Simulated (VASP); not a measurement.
# Al (P6_422) in VASP: density of states with PBE

Aim: the density of states of Al with PBE.

Everything below comes from runs of VASP 6.6.1. Logs are shortened: lines on timing, memory, paths and dates and some standing lists are left out, and cuts for length are marked.

**1. The cell of the first run**

It takes space group P6_422 (No. 181, hexagonal). The conventional cell has a = 7.565 Å, b = 7.565 Å, c = 2.747 Å, α = 90.00°, β = 90.00°, γ = 120.00°. Within 3.5 Å of Al (site symmetry 2) lie 7 Al at 2.63 to 3.07 Å.

**2. Density of states, PBE**

Input file POSCAR:

```
Al
1.0
    7.5650367762      0.0000000000      0.0000000000
   -3.7825183881      6.5515140287      0.0000000000
    0.0000000000      0.0000000000      2.7468248615
Al
6
Direct
    0.3259693500      0.3259693500      0.1666666667
    0.6740306500      0.0000000000      0.5000000000
    0.0000000000      0.6740306500      0.8333333333
    0.6740306500      0.6740306500      0.1666666667
    0.3259693500      0.0000000000      0.5000000000
    0.0000000000      0.3259693500      0.8333333333
```

Input file INCAR.step1:

```
PREC = Accurate
ENCUT = 520
EDIFF = 1E-6
ISMEAR = 0
SIGMA = 0.1
LREAL = False
LASPH = True
NELM = 100
ALGO = Fast
ISIF = 2
LWAVE = False
LCHARG = True
GGA = PE
NBANDS = 18
```

Input file KPOINTS.step1:

```
regular mesh
0
Gamma
  6 6 14
```

Input file INCAR.step2:

```
PREC = Accurate
ENCUT = 520
EDIFF = 1E-6
ISMEAR = -5
SIGMA = 0.1
LREAL = False
LASPH = True
NELM = 100
ALGO = Fast
ISIF = 2
LWAVE = False
LCHARG = False
GGA = PE
LORBIT = 10
NBANDS = 18
NEDOS = 2001
ICHARG = 11
```

Input file KPOINTS.step2:

```
regular mesh
0
Gamma
  9 9 21
```

Potentials or basis: VASP PAW PBE potentials, release 64 (Al).

Started as:

```console
$ cat potpaw_PBE.64/Al/POTCAR > POTCAR
$ cp INCAR.step1 INCAR
$ cp KPOINTS.step1 KPOINTS
$ mpirun -np 1 vasp_std > vasp.out
$ cp INCAR.step2 INCAR
$ cp KPOINTS.step2 KPOINTS
$ mpirun -np 1 vasp_std > vasp.out
```

OUTCAR:

```text
PREC = Accurate
   ENCUT = 520
   EDIFF = 1E-6
   ISMEAR = -5
   LREAL = False
   LASPH = True
   NELM = 100
   ISIF = 2
   GGA = PE
   LORBIT = 10
   ICHARG = 11

 ion  position               nearest neighbor table
   1  0.326  0.326  0.167-   5 2.63   6 2.63   4 2.63   6 3.07   5 3.07
   2  0.674  0.000  0.500-   4 2.63   6 2.63   5 2.63   4 3.07   6 3.07
   3  0.000  0.674  0.833-   5 2.63   4 2.63   6 2.63   4 3.07   5 3.07
   4  0.674  0.674  0.167-   2 2.63   3 2.63   1 2.63   3 3.07   2 3.07
   5  0.326  0.000  0.500-   1 2.63   3 2.63   2 2.63   1 3.07   3 3.07
   6  0.000  0.326  0.833-   2 2.63   1 2.63   3 2.63   1 3.07   2 3.07

  LATTYP: Found a hexagonal cell.
 ALAT       =     7.5650367762
 C/A-ratio  =     0.3630947136

  Lattice vectors:

 A1 = (   7.5650367762,   0.0000000000,   0.0000000000)
 A2 = (  -3.7825183881,   6.5515140287,   0.0000000000)
 A3 = (   0.0000000000,   0.0000000000,   2.7468248615)

Analysis of symmetry for initial positions (statically):
=====================================================================
 Subroutine PRICEL returns:
 Original cell was already a primitive cell.

 Routine SETGRP: Setting up the symmetry group for a
 hexagonal supercell.

 Subroutine GETGRP returns: Found 12 space group operations
 (whereof  4 operations were pure point group operations)
 out of a pool of 24 trial point group operations.

The static configuration has the point symmetry D_2 .
 The point group associated with its full space group is D_6 .

Analysis of symmetry for dynamics (positions and initial velocities):
=====================================================================
 Subroutine PRICEL returns:
 Original cell was already a primitive cell.

 Routine SETGRP: Setting up the symmetry group for a
 hexagonal supercell.

 Subroutine GETGRP returns: Found 12 space group operations
 (whereof  4 operations were pure point group operations)
 out of a pool of 24 trial point group operations.

The dynamic configuration has the point symmetry D_2 .
 The point group associated with its full space group is D_6 .

 Subroutine INISYM returns: Found 12 space group operations
 (whereof  4 operations are pure point group operations),
 and found     1 'primitive' translations

----------------------------------------------------------------------------------------

                                     Primitive cell

  volume of cell :     136.1394

[... 108 lines left out ...]
   PSTRESS=    0.0 pullay stress
   NELECT =      18.0000    total number of electrons
   NUPDOWN=      -1.0000    fix difference up-down
   EMIN   =  10.00;   EMAX   =-10.00  energy-range for DOS
   EFERMI =   0.00;   METHOD = LEGACY
   ISMEAR =    -5;   SIGMA  =   0.10  broadening in eV -4-tet -1-fermi 0-gaus
   EFERMI_NEDOS =   21; number of points for ismear=-14 and -15
   IALGO  =     68    algorithm
   IMIX   =      4    mixing-type and parameters
     AMIX     =   0.40;   BMIX     =  1.00
     AMIX_MAG =   1.60;   BMIX_MAG =  1.00
  volume/ion in A,a.u.               =      22.69       153.12
  Fermi-wavevector in a.u.,A,eV,Ry     =   0.834010  1.576050  9.463834  0.695572
  Thomas-Fermi vector in A             =   1.947330
   LORBIT       =     10    0 simple, 1 ext, 2 COOP (PROOUT), +10 PAW based schemes
   GGA     = PE    functional components
   LHFCALC =     F    Hartree Fock is set to
   AEXX    =    0.0000 exact exchange contribution
   IVDW    =     0    specifies the selected vdW correction
   LEPSILON=     F    determine dielectric tensor
   LRPA    =     F    only Hartree local field effects (RPA)
 non-spin polarized calculation
 RMM-DIIS sequential band-by-band and
 Fermi weights with tetrahedron method with Bloechl corrections
  energy-cutoff  :      520.00
  volume of cell :      136.14
 maximum number of plane-waves:      3712

 number of electron      18.0000000 magnetization

 Free energy of the ion-electron system (eV)
  ---------------------------------------------------
  ext. energy  EPLUGINS =         0.00000000
  ---------------------------------------------------
  free energy    TOTEN  =       -20.67647122 eV

  energy without entropy =      -20.67647122  energy(sigma->0) =      -20.67647122

 E-fermi :   4.6086     XC(G=0):  -8.7899

 val. band max:        4.7371231818   @ k =   0.1111   0.0000   0.2857
 cond. band min:       4.5493534171   @ k =   0.2222   0.1111   0.3810
 fundamental gap:     -0.1877697647
 Fermi energy:         4.6086162887

 k-point     1 :       0.0000    0.0000    0.0000
  band No.  band energies     occupation
      1      -4.5774      2.00000
      2      -2.1547      2.00000
      3      -2.1547      2.00000
      4      -1.7574      2.00000
      5      -1.7574      2.00000
      6       0.9513      2.00000
[... 481 lines left out ...]
      5      -0.1864      2.00000
      6       0.0967      2.00000
[... 10 lines left out ...]
     17      10.2244      0.00000
     18      10.4266      0.00000

 [... further k-points ...]
[... 5 lines left out ...]
  --------------------------------------------------------------------------------------
  -------------------------------------------------------------------------------------
  Total       -0.1890773     -0.1890773      0.3532190      0.0000000     -0.0000000      0.0000000
  in kB       -2.2251860     -2.2251860      4.1569131      0.0000000     -0.0000000      0.0000000
  external PRESSURE =      -0.0978196 kB  Pullay stress =       0.0000000 kB

 VOLUME and BASIS-vectors are now :
 -----------------------------------------------------------------------------
  energy-cutoff  :      520.00
  volume of cell :      136.14
      direct lattice vectors                 reciprocal lattice vectors
     7.565036776  0.000000000  0.000000000     0.132187064  0.076318237  0.000000000
    -3.782518388  6.551514029  0.000000000     0.000000000  0.152636474  0.000000000
     0.000000000  0.000000000  2.746824861     0.000000000  0.000000000  0.364056702

 POSITION                                       TOTAL-FORCE (eV/Angst)
 -----------------------------------------------------------------------------------
      1.23299      2.13559      0.45780        -0.015490     -0.026829     -0.000000
      5.09907      0.00000      1.37341         0.030980      0.000000      0.000000
     -2.54953      4.41592      2.28902        -0.015490      0.026829      0.000000
      2.54953      4.41592      0.45780         0.015490      0.026829     -0.000000
      2.46597      0.00000      1.37341        -0.030980      0.000000      0.000000
     -1.23299      2.13559      2.28902         0.015490     -0.026829      0.000000
 -----------------------------------------------------------------------------------
    total drift:                               -0.000000      0.000000     -0.000000

  FREE ENERGIE OF THE ION-ELECTRON SYSTEM (eV)
  ---------------------------------------------------
  free  energy   TOTEN  =       -20.6764712200 eV

  energy  without entropy=      -20.6764712200  energy(sigma->0) =      -20.67647122

 total charge

# of ion       s       p       d       tot
------------------------------------------
    1        0.449   0.348   0.000   0.797
    2        0.449   0.348   0.000   0.797
    3        0.449   0.348   0.000   0.797
    4        0.449   0.348   0.000   0.797
    5        0.449   0.348   0.000   0.797
    6        0.449   0.348   0.000   0.797
--------------------------------------------------
tot          2.694   2.086   0.000   4.780
```

OUTCAR.step1:

```text
PREC = Accurate
   ENCUT = 520
   EDIFF = 1E-6
   ISMEAR = 0
   LREAL = False
[... 744 lines left out ...]
     -2.54953      4.41592      2.28902        -0.000158      0.000273      0.000000
      2.54953      4.41592      0.45780         0.000158      0.000273      0.000000
      2.46597      0.00000      1.37341        -0.000315     -0.000000     -0.000000
     -1.23299      2.13559      2.28902         0.000158     -0.000273     -0.000000
 -----------------------------------------------------------------------------------
    total drift:                               -0.000000      0.000000     -0.000000

  FREE ENERGIE OF THE ION-ELECTRON SYSTEM (eV)
  ---------------------------------------------------
  free  energy   TOTEN  =       -20.6883265911 eV

  energy  without entropy=      -20.6829956221  energy(sigma->0) =      -20.68566111
```

OSZICAR.step1:

```text
N       E                     dE             d eps       ncg     rms          rms(c)
DAV:   1     0.171468565376E+02    0.17147E+02   -0.59634E+03  2016   0.769E+02
DAV:   2    -0.193114018938E+02   -0.36458E+02   -0.34248E+02  2676   0.101E+02
DAV:   3    -0.207680524941E+02   -0.14567E+01   -0.14343E+01  2638   0.176E+01
DAV:   4    -0.207911035096E+02   -0.23051E-01   -0.23040E-01  2620   0.270E+00
DAV:   5    -0.207917638130E+02   -0.66030E-03   -0.66029E-03  2606   0.463E-01    0.334E+00
RMM:   6    -0.207273981232E+02    0.64366E-01   -0.18713E-02  2049   0.561E-01    0.206E+00
RMM:   7    -0.206865571487E+02    0.40841E-01   -0.51045E-02  2139   0.100E+00    0.172E-01
RMM:   8    -0.206879331242E+02   -0.13760E-02   -0.46375E-03  2288   0.354E-01    0.882E-02
RMM:   9    -0.206882898733E+02   -0.35675E-03   -0.11302E-03  2304   0.172E-01    0.439E-02
RMM:  10    -0.206883211475E+02   -0.31274E-04   -0.20820E-04  2447   0.791E-02    0.301E-02
RMM:  11    -0.206883255811E+02   -0.44337E-05   -0.38012E-05  2556   0.353E-02    0.577E-02
RMM:  12    -0.206883267003E+02   -0.11191E-05   -0.10681E-05  2346   0.181E-02    0.400E-02
RMM:  13    -0.206883265911E+02    0.10914E-06   -0.23438E-06  1818   0.889E-03
   1 F= -.20688327E+02 E0= -.20685661E+02  d E =-.533097E-02
```

Run time: 1.8 min. Hardware: 1 thread of Intel Xeon 6975P-C (Granite Rapids), shared host; peak memory 0.37 GiB.

What came out:

```yaml
Valence_electrons_inside_the_program's_atomic_spheres: Al 0.80
```

Levels at points of the mesh, in eV from the Fermi level:
```csv
k point,band 5,band 6,band 7,band 8,band 9,band 10,band 11,band 12,band 13,band 14
"(0.00, 0.00, 0.00)",-6.37,-3.66,-3.42,-0.62,-0.62,0.11,2.37,2.37,4.63,4.63
```

Caveat: tetrahedron occupations give inexact forces and stress in metals.
